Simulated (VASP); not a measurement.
A run of VASP 6.6.1:

INCAR

```
ALGO = Normal
EDIFF = 1E-6
ENCUT = 520
GGA = PE
ISIF = 2
ISMEAR = 0
IVDW = 12
LASPH = True
LCHARG = False
LREAL = False
LWAVE = False
NBANDS = 16
NELM = 60
PREC = Accurate
SIGMA = 0.02
```

Contents of KPOINTS:

```
k-points
0
Gamma
  12 12 4
```

The input POSCAR:

```
BN
1.0
    2.5093946964      0.0000000000      0.0000000000
   -1.2546973482      2.1731995552      0.0000000000
    0.0000000000      0.0000000000      6.9749763019
B N
2 2
Direct
    0.0000000000      0.0000000000      0.5000000000
    0.3333333333      0.6666666667      0.0000000000
    0.0000000000      0.0000000000      0.0000000000
    0.6666666667      0.3333333333      0.5000000000
```

Potentials or basis: VASP PAW PBE potentials, release 64 (B, N).

Run with:

```bash
$ cat potpaw_PBE.64/B/POTCAR potpaw_PBE.64/N/POTCAR > POTCAR
$ mpirun -np 1 vasp_std > vasp.out
```

Hardware: 1 thread of Intel(R) Xeon(R) 6975P-C (Granite Rapids), on a shared host.

Task: Estimate the wall time of this run.

Result: It took 16 s on 1 thread of Intel(R) Xeon(R) 6975P-C (Granite Rapids), with other jobs on the host, peak memory 0.17 GiB. Counts: scf iterations 13, k points 57.
